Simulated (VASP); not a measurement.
# SrTiO3 (P4mm) in VASP: a series of runs

Runs on SrTiO3. Level: PBE. Tasks: single point.

Everything below comes from runs of VASP 6.6.1. Logs are shortened: lines on timing, memory, paths and dates and some standing lists are left out, and cuts for length are marked.

## (1) The cell of the first run

Symmetry: P4mm, No. 99, tetragonal system. The conventional cell has a = 3.936 Å, b = 3.936 Å, c = 3.936 Å, α = 90.00°, β = 90.00°, γ = 90.00°. Sr (site symmetry 4mm) has 12 O at 2.57 to 3.02 Å and 4 Ti at 3.19 Å within 3.4 Å. Within 2.4 Å of Ti (site symmetry 4mm) lie 6 O at 1.82 to 2.12 Å. Within 2.4 Å of O (site symmetry 4mm) lie 2 Ti at 1.82 to 2.12 Å. Within 2.6 Å of O (site symmetry 2mm) lie 2 Ti at 1.97 Å and 2 Sr at 2.57 Å.

## (2) Single point, PBE (mode 1 frozen in at +0.000 Å and mode 7 at -0.230 Å (largest displacements))

The input, INCAR:

```
SYSTEM = SrTiO3
PREC = Accurate
ENCUT = 520
EDIFF = 1E-6
ISMEAR = 0
SIGMA = 0.05
LREAL = .False.
LASPH = .True.
NELM = 80
ALGO = Normal
ISIF = 2
LWAVE = .False.
LCHARG = .False.
GGA = PE
NBANDS = 28
```

The input, KPOINTS:

```
Automatic mesh
0
Gamma
  8 8 8
  0 0 0
```

The input, POSCAR:

```
SrTiO3
1.0
    3.9364094381      0.0000000000      0.0000000000
    0.0000000000      3.9364094381      0.0000000000
    0.0000000000      0.0000000000      3.9364094381
Sr Ti O
1 1 3
Direct
   -0.0479621717      0.0000000000      0.0000000000
    0.5585304968      0.5000000000      0.5000000000
    0.0203285654      0.5000000000      0.5000000000
    0.5336123970      0.0000000000      0.5000000000
    0.5336123970      0.5000000000      0.0000000000
```

Potentials or basis: VASP PAW PBE potentials, release 64 (Sr_sv, Ti_sv, O).

On the command line:

```sh
cat potpaw_PBE.64/Sr_sv/POTCAR potpaw_PBE.64/Ti_sv/POTCAR potpaw_PBE.64/O/POTCAR > POTCAR
mpirun -np 1 vasp_std > vasp.out
```

OUTCAR:

```text
SYSTEM = SrTiO3
   PREC = Accurate
   ENCUT = 520
   EDIFF = 1E-6
   ISMEAR = 0
   LREAL = .False.
   LASPH = .True.
   NELM = 80
   ISIF = 2
   GGA = PE

 ion  position               nearest neighbor table
   1  0.952  0.000  0.000-   4 2.57   5 2.57   4 2.57   5 2.57   3 2.80   3 2.80   3 2.80   3 2.80
                             4 3.02   5 3.02   4 3.02   5 3.02   2 3.19   2 3.19   2 3.19   2 3.19
   2  0.559  0.500  0.500-   3 1.82   4 1.97   5 1.97   5 1.97   4 1.97   3 2.12   1 3.19   1 3.19
                             1 3.19   1 3.19   1 3.67   1 3.67   1 3.67   1 3.67
   3  0.020  0.500  0.500-   2 1.82   2 2.12   1 2.80   1 2.80   1 2.80   1 2.80
   4  0.534  0.000  0.500-   2 1.97   2 1.97   1 2.57   1 2.57   1 3.02   1 3.02
   5  0.534  0.500  0.000-   2 1.97   2 1.97   1 2.57   1 2.57   1 3.02   1 3.02

  LATTYP: Found a simple cubic cell.
 ALAT       =     3.9364094381

  Lattice vectors:

 A1 = (   3.9364094381,   0.0000000000,   0.0000000000)
 A2 = (   0.0000000000,   3.9364094381,   0.0000000000)
 A3 = (   0.0000000000,   0.0000000000,   3.9364094381)

Analysis of symmetry for initial positions (statically):
=====================================================================
 Subroutine PRICEL returns:
 Original cell was already a primitive cell.

 Routine SETGRP: Setting up the symmetry group for a
 simple cubic supercell.

 Subroutine GETGRP returns: Found  8 space group operations
 (whereof  8 operations were pure point group operations)
 out of a pool of 48 trial point group operations.

The static configuration has the point symmetry C_4v.

Analysis of symmetry for dynamics (positions and initial velocities):
=====================================================================
 Subroutine PRICEL returns:
 Original cell was already a primitive cell.

 Routine SETGRP: Setting up the symmetry group for a
 simple cubic supercell.

 Subroutine GETGRP returns: Found  8 space group operations
 (whereof  8 operations were pure point group operations)
 out of a pool of 48 trial point group operations.

The dynamic configuration has the point symmetry C_4v.

 Subroutine INISYM returns: Found  8 space group operations
 (whereof  8 operations are pure point group operations),
 and found     1 'primitive' translations

[... 94 lines left out ...]
   ISPIN  =      1    spin polarized calculation?
   LNONCOLLINEAR =      F non collinear calculations
   LSORBIT =      F    spin-orbit coupling
   LASPH  =      T    aspherical Exc in radial PAW
   ENCUT  =  520.0 eV  38.22 Ry    6.18 a.u.   7.32  7.32  7.32*2*pi/ulx,y,z
   NELM   =     80;   NELMIN=  2; NELMDL= -5     # of ELM steps
   EDIFF  = 0.1E-05   stopping-criterion for ELM
   LREAL  =      F    real-space projection
   EDIFFG = 0.1E-04   stopping-criterion for IOM
   NSW    =      0    number of steps for IOM
   IBRION =     -1    ionic relax: 0-MD 1-quasi-New 2-CG
   NFREE  =      0    steps in history (QN), initial steepest desc. (CG)
   ISIF   =      2    stress and relaxation
   ISYM   =      2    0-nonsym 1-usesym 2-fastsym
   POTIM  = 0.5000    time-step for ionic-motion
   TEBEG  =    0.0;   TEEND  =   0.0 temperature during run
   PSTRESS=    0.0 pullay stress
   NELECT =      40.0000    total number of electrons
   NUPDOWN=      -1.0000    fix difference up-down
   EMIN   =  10.00;   EMAX   =-10.00  energy-range for DOS
   EFERMI =   0.00;   METHOD = LEGACY
   ISMEAR =     0;   SIGMA  =   0.05  broadening in eV -4-tet -1-fermi 0-gaus
   EFERMI_NEDOS =   21; number of points for ismear=-14 and -15
   IALGO  =     38    algorithm
   IMIX   =      4    mixing-type and parameters
     AMIX     =   0.40;   BMIX     =  1.00
     AMIX_MAG =   1.60;   BMIX_MAG =  1.00
  volume/ion in A,a.u.               =      12.20        82.32
  Fermi-wavevector in a.u.,A,eV,Ry     =   1.422311  2.687778 27.524158  2.022969
  Thomas-Fermi vector in A             =   2.543028
   LORBIT       =      0    0 simple, 1 ext, 2 COOP (PROOUT), +10 PAW based schemes
   GGA     = PE    functional components
   LHFCALC =     F    Hartree Fock is set to
   AEXX    =    0.0000 exact exchange contribution
   IVDW    =     0    specifies the selected vdW correction
   LEPSILON=     F    determine dielectric tensor
   LRPA    =     F    only Hartree local field effects (RPA)
 non-spin polarized calculation
 Gauss-broadening in eV      SIGMA  =   0.05
  energy-cutoff  :      520.00
  volume of cell :       61.00
 maximum number of plane-waves:      1671
 NGX is ok and might be reduce to    30
   NGX = 15   NGY = 15   NGZ = 15

 number of electron      39.9999994 magnetization

 Free energy of the ion-electron system (eV)
  ---------------------------------------------------
  ext. energy  EPLUGINS =         0.00000000
  ---------------------------------------------------
  free energy    TOTEN  =       -39.82184684 eV

  energy without entropy =      -39.82184684  energy(sigma->0) =      -39.82184684

 E-fermi :   4.2429     XC(G=0): -11.1009

 val. band max:        3.8351966225   @ k =   0.5000   0.5000   0.5000
 cond. band min:       5.7117348393   @ k =   0.0000   0.0000   0.0000
 fundamental gap:      1.8765382168
 Fermi energy:         4.2428915111

 k-point     1 :       0.0000    0.0000    0.0000
  band No.  band energies     occupation
      1     -52.5090      2.00000
      2     -28.8703      2.00000
      3     -28.7528      2.00000
      4     -28.7528      2.00000
      5     -28.7476      2.00000
      6     -13.4801      2.00000
[... 733 lines left out ...]
     27      11.8906      0.00000
     28      12.0396      0.00000

 [... further k-points ...]
[... 5 lines left out ...]
  --------------------------------------------------------------------------------------
  -------------------------------------------------------------------------------------
  Total        2.4761678      1.6819127      1.6819127      0.0000000      0.0000000      0.0000000
  in kB       65.0413973     44.1787299     44.1787299      0.0000000      0.0000000      0.0000000
  external PRESSURE =      51.1329524 kB  Pullay stress =       0.0000000 kB

 VOLUME and BASIS-vectors are now :
 -----------------------------------------------------------------------------
  energy-cutoff  :      520.00
  volume of cell :       61.00
      direct lattice vectors                 reciprocal lattice vectors
     3.936409438  0.000000000  0.000000000     0.254038615  0.000000000  0.000000000
     0.000000000  3.936409438  0.000000000     0.000000000  0.254038615  0.000000000
     0.000000000  0.000000000  3.936409438     0.000000000  0.000000000  0.254038615

 POSITION                                       TOTAL-FORCE (eV/Angst)
 -----------------------------------------------------------------------------------
      3.74761      0.00000      0.00000         1.422706      0.000000     -0.000000
      2.19860      1.96820      1.96820        -1.400008     -0.000000     -0.000000
      0.08002      1.96820      1.96820         0.403136     -0.000000      0.000000
      2.10052      0.00000      1.96820        -0.212917      0.000000     -0.000000
      2.10052      1.96820      0.00000        -0.212917      0.000000     -0.000000
 -----------------------------------------------------------------------------------
    total drift:                               -0.000354      0.000000      0.000001

  FREE ENERGIE OF THE ION-ELECTRON SYSTEM (eV)
  ---------------------------------------------------
  free  energy   TOTEN  =       -39.8218468384 eV

  energy  without entropy=      -39.8218468384  energy(sigma->0) =      -39.82184684
```

OSZICAR:

```text
N       E                     dE             d eps       ncg     rms          rms(c)
DAV:   1     0.429276870276E+03    0.42928E+03   -0.21122E+04  4200   0.157E+03
DAV:   2    -0.283771372258E+01   -0.43211E+03   -0.41175E+03  4700   0.438E+02
DAV:   3    -0.478141844125E+02   -0.44976E+02   -0.44607E+02  5796   0.136E+02
DAV:   4    -0.500123777163E+02   -0.21982E+01   -0.21930E+01  6340   0.263E+01
DAV:   5    -0.500680791674E+02   -0.55701E-01   -0.55691E-01  5860   0.349E+00    0.278E+01
DAV:   6    -0.399066585819E+02    0.10161E+02   -0.53161E+01  6084   0.658E+01    0.159E+01
DAV:   7    -0.399328557609E+02   -0.26197E-01   -0.91873E+00  5564   0.235E+01    0.118E+01
DAV:   8    -0.398601886814E+02    0.72667E-01   -0.13280E+00  5124   0.126E+01    0.337E+00
DAV:   9    -0.398339548791E+02    0.26234E-01   -0.29722E-01  5508   0.462E+00    0.119E+00
DAV:  10    -0.398243915980E+02    0.95633E-02   -0.78950E-02  5616   0.235E+00    0.546E-01
DAV:  11    -0.398219611738E+02    0.24304E-02   -0.16597E-02  6792   0.122E+00    0.140E-01
DAV:  12    -0.398218703868E+02    0.90787E-04   -0.16007E-03  5024   0.479E-01    0.118E-01
DAV:  13    -0.398218648748E+02    0.55120E-05   -0.27138E-04  6888   0.183E-01    0.612E-02
DAV:  14    -0.398218498507E+02    0.15024E-04   -0.28174E-04  5900   0.138E-01    0.256E-02
DAV:  15    -0.398218460942E+02    0.37566E-05   -0.23100E-05  5404   0.385E-02    0.116E-02
DAV:  16    -0.398218468384E+02   -0.74419E-06   -0.28743E-06  4124   0.120E-02
   1 F= -.39821847E+02 E0= -.39821847E+02  d E =-.208214E-32
```

Run time: 1.9 min. Hardware: 1 thread of Intel Xeon Platinum 8259CL at 2.50GHz (Skylake/Cascade Lake), shared host; peak memory 0.26 GiB.

Results:

* Free energy: -39.8218 eV
* Pressure: 5.1 GPa
* Largest force: 1.423 eV/Å
* Band gap on the k mesh: 1.88 eV, indirect (least direct gap 2.31 eV)

Forces on the atoms (eV/Å):
```
Sr   1.423  0.000  0.000
Ti  -1.400  0.000  0.000
O    0.403  0.000  0.000
O   -0.213  0.000  0.000
O   -0.213  0.000  0.000
```

Stress tensor (GPa, compression positive):
```
6.50 0.00 0.00
0.00 4.42 0.00
0.00 0.00 4.42
```

Caveat: the cell differs from its parent crystal (mode 1 frozen in at +0.000 Å and mode 7 at -0.230 Å (largest displacements)); forces of over 1 eV/Å act on the atoms, so gaps and moduli don't describe the material at rest.

## (3) Single point, PBE (mode 1 frozen in at -0.038 Å and mode 7 at +0.230 Å (largest displacements))

The input, INCAR:

```
PREC = Accurate
ENCUT = 520
EDIFF = 1E-6
ISMEAR = 0
SIGMA = 0.05
LREAL = False
LASPH = True
NELM = 60
ALGO = Normal
ISIF = 2
LWAVE = False
LCHARG = False
GGA = PE
NBANDS = 28
```

The input, KPOINTS:

```
regular mesh
0
Gamma
  8 8 8
```

The input, POSCAR:

```
SrTiO3
1.0
    3.9364094381      0.0000000000      0.0000000000
    0.0000000000      3.9364094381      0.0000000000
    0.0000000000      0.0000000000      3.9364094381
Sr Ti O
1 1 3
Direct
    0.0493292226      0.0000000000      0.0000000000
    0.4479233490      0.5000000000      0.5000000000
   -0.0300836482      0.5000000000      0.5000000000
    0.4578672060      0.0000000000      0.5000000000
    0.4578672060      0.5000000000      0.0000000000
```

Potentials or basis: VASP PAW PBE potentials, release 64 (Sr_sv, Ti_sv, O).

On the command line:

```sh
cat potpaw_PBE.64/Sr_sv/POTCAR potpaw_PBE.64/Ti_sv/POTCAR potpaw_PBE.64/O/POTCAR > POTCAR
mpirun -np 1 vasp_std > vasp.out
```

Wall time 1.8 min (1 thread of Intel Xeon Platinum 8259CL at 2.50GHz (Skylake/Cascade Lake), shared host); peak memory 0.26 GiB.

The run converged. Its results:

```yaml
Free_energy: -39.8343 eV
Pressure: 4.4 GPa
Largest_force: 1.489 eV/Å
Band_gap_on_the_k_mesh: 1.77 eV, indirect (least direct gap 2.17 eV)
```

Forces on the atoms (eV/Å):
```
Sr  -1.489  0.000  0.000
Ti   0.995  0.000  0.000
O   -0.043  0.000  0.000
O    0.268  0.000  0.000
O    0.268  0.000  0.000
```

Levels at points of the mesh, in eV from the valence-band top:
```csv
k point,band 16,band 17,band 18,band 19,band 20,band 21,band 22,band 23,band 24,band 25
"(0.00, 0.00, 0.00)",-1.25,-1.22,-0.41,-0.40,-0.40,1.77,1.98,1.98,4.18,4.29
"(0.50, 0.00, 0.00)",-2.23,-2.23,-1.92,-0.78,-0.78,1.91,3.75,3.75,4.19,6.34
"(0.00, 0.50, 0.00)",-2.39,-2.35,-1.47,-0.76,-0.69,2.12,3.65,3.71,4.26,6.33
"(0.50, 0.50, 0.00)",-2.71,-1.77,-1.55,-1.46,-0.01,3.66,3.77,4.22,5.14,7.73
"(0.00, 0.50, 0.50)",-2.59,-1.67,-1.56,-1.56,-0.25,3.75,3.75,4.11,5.20,7.79
"(0.50, 0.50, 0.50)",-3.59,-3.55,-0.17,0.00,0.00,4.33,4.36,4.36,6.99,7.18
```

Caveat: the cell differs from its parent crystal (mode 1 frozen in at -0.038 Å and mode 7 at +0.230 Å (largest displacements)); forces of over 1 eV/Å act on the atoms, so gaps and moduli don't describe the material at rest.

## (4) Single point, PBE (mode 1 frozen in at -0.077 Å and mode 7 at -0.230 Å (largest displacements))

The input, INCAR:

```
ALGO     = Normal         # electronic algorithm
EDIFF    = 1E-7           # SCF threshold, eV
ENCUT    = 520            # plane-wave cutoff, eV
GGA      = PE             # functional
ISIF     = 2              # what is computed and relaxed
ISMEAR   = 0              # smearing method
LASPH    = T              # aspherical terms in the spheres
LCHARG   = T              # write CHGCAR
LELF     = T              # ELF
LREAL    = F              # projectors in reciprocal space
LVHAR    = T            
LWAVE    = F              # write WAVECAR
NBANDS   = 28             # bands
NELM     = 60             # most SCF steps
PREC     = Accurate       # precision mode
SIGMA    = 0.05           # smearing width, eV
```

The input, KPOINTS:

```
k-points
0
Gamma
  8 8 8
```

The input, POSCAR:

```
SrTiO3
1.0
    3.9364094381      0.0000000000      0.0000000000
    0.0000000000      3.9364094381      0.0000000000
    0.0000000000      0.0000000000      3.9364094381
Sr Ti O
1 1 3
Direct
   -0.0452280700      0.0000000000      0.0000000000
    0.5714381883      0.5000000000      0.5000000000
    0.0008183998      0.5000000000      0.5000000000
    0.5165716031      0.0000000000      0.5000000000
    0.5165716031      0.5000000000      0.0000000000
```

On the command line:

```sh
cat potpaw_PBE.64/Sr_sv/POTCAR potpaw_PBE.64/Ti_sv/POTCAR potpaw_PBE.64/O/POTCAR > POTCAR
mpirun -np 1 vasp_std > vasp.out
```

Wall time 2 min (1 thread of Intel Xeon Platinum 8259CL at 2.50GHz (Skylake/Cascade Lake), shared host); peak memory 0.26 GiB.

Results (log left out):

* Free energy: -39.6204 eV
* Pressure: 8.6 GPa
* Largest force: 4.099 eV/Å
* Band gap on the k mesh: 1.91 eV, indirect (least direct gap 2.52 eV)

Forces in eV/Å, atoms in the order of the input:
```
Sr   1.345  0.000  0.000
Ti  -4.099  0.000  0.000
O    2.722  0.000  0.000
O    0.016  0.000  0.000
O    0.016  0.000  0.000
```

Stress tensor (GPa, compression positive):
```
16.57  0.00  0.00
 0.00  4.63  0.00
 0.00  0.00  4.63
```

Levels at points of the mesh, in eV from the valence-band top:
```tsv
k point	band 18	band 19	band 20	band 21	band 22	band 23
(0.00, 0.00, 0.00)	-1.08	-0.61	-0.61	1.91	2.90	2.90
(0.50, 0.00, 0.00)	-1.98	-0.71	-0.71	2.07	4.27	4.27
(0.00, 0.50, 0.00)	-1.54	-1.47	-1.19	3.10	3.78	4.03
(0.50, 0.50, 0.00)	-1.48	-1.47	-0.37	3.80	4.32	4.49
(0.00, 0.50, 0.50)	-2.05	-1.84	-0.09	4.09	4.09	4.14
(0.50, 0.50, 0.50)	-0.30	-0.30	0.00	4.36	4.56	4.56
```

Caveat: the cell differs from its parent crystal (mode 1 frozen in at -0.077 Å and mode 7 at -0.230 Å (largest displacements)); forces of over 1 eV/Å act on the atoms, so gaps and moduli don't describe the material at rest. A k mesh can miss the band edges.
